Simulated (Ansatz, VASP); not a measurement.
# One calculation of AlNi3, two programs

The input INCAR:

```
ALGO     = Normal         # electronic algorithm
EDIFF    = 1E-6           # SCF threshold, eV
ENCUT    = 520            # plane-wave cutoff, eV
GGA      = PE             # functional
ISIF     = 2              # what is computed and relaxed
ISMEAR   = 0              # smearing method
ISPIN    = 2              # spin polarisation
LASPH    = T              # aspherical terms in the spheres
LCHARG   = F              # write CHGCAR
LMAXMIX  = 4              # l up to which the mixer works
LORBIT   = 11             # projections on sites
LREAL    = F              # projectors in reciprocal space
LWAVE    = F              # write WAVECAR
MAGMOM   = 0 -0.3 -0.3 -0.3 # initial moments
NBANDS   = 28             # bands
NELM     = 150            # most SCF steps
PREC     = Accurate       # precision mode
SIGMA    = 0.1            # smearing width, eV
```

Contents of KPOINTS:

```
k-points
0
Gamma
  14 14 14
```

Contents of POSCAR:

```
AlNi3
1.0
    3.5307273662      0.0000000000      0.0000000000
    0.0000000000      3.5307273662      0.0000000000
    0.0000000000      0.0000000000      3.5307273662
Al Ni
1 3
Direct
    0.0000000000      0.0000000000      0.0000000000
    0.0000000000      0.5000000000      0.5000000000
    0.5000000000      0.0000000000      0.5000000000
    0.5000000000      0.5000000000      0.0000000000
```

Input for Ansatz:

```yaml
crystal:
  lattice:
    - [3.5307273662, 0.0, 0.0]
    - [0.0, 3.5307273662, 0.0]
    - [0.0, 0.0, 3.5307273662]
  atoms:
    - { symbol: Al, position: [0.0, 0.0, 0.0] }
    - { symbol: Ni, position: [0.0, 0.5, 0.5], spin: -0.3 }
    - { symbol: Ni, position: [0.5, 0.0, 0.5], spin: -0.3 }
    - { symbol: Ni, position: [0.5, 0.5, 0.0], spin: -0.3 }
basis:
  ecutwfc: 420
kpoints:
  mp_grid: { grid: [14, 14, 14] }
hamiltonian:
  xc: pbe
scf:
  occupations: { method: gaussian, width: 0.1 }
output:
  forces: true
  stress: true
  eigenvalues: true
  populations: true
magnetization:
  spin_polarized: true
```

Alike in both runs: task single point; functional PBE; k mesh 14 × 14 × 14; occupations gaussian, width 0.1 eV; collinear spin.

```csv
,VASP,Ansatz
version,VASP 6.6.1,Ansatz 0.2.0
potentials or method,"VASP PAW PBE potentials, release 64 (Al, Ni), cutoff 520 eV","scalar-relativistic, plane waves, PAW"
valence electrons in the cell,33,57
```

VASP gave:

| Property | Result |
| --- | --- |
| gap on the k mesh at the Fermi level (eV) | none |
| pressure (GPa) | 6.0 |
| net moment per atom (μB) | 0.17 |
| size of the moment on the site where the two differ most (μB) | 0.25 |

**Question.** Estimate Ansatz's values.

**Answer.** gap on the k mesh at the Fermi level (eV): none; pressure (GPa): 5.9; net moment per atom (μB): 0.18; size of the moment on the site where the two differ most (μB): 0.27.

Site moments also hang on the region over which each program counts them. A gap of «none» marks a metal or a gap that the smearing closes. The functional is the same, so the differences come from potentials, cutoffs and numerics. VASP's potentials hold 33 valence electrons a cell and Ansatz's 57, so a difference there can come from the potentials and not from the codes.
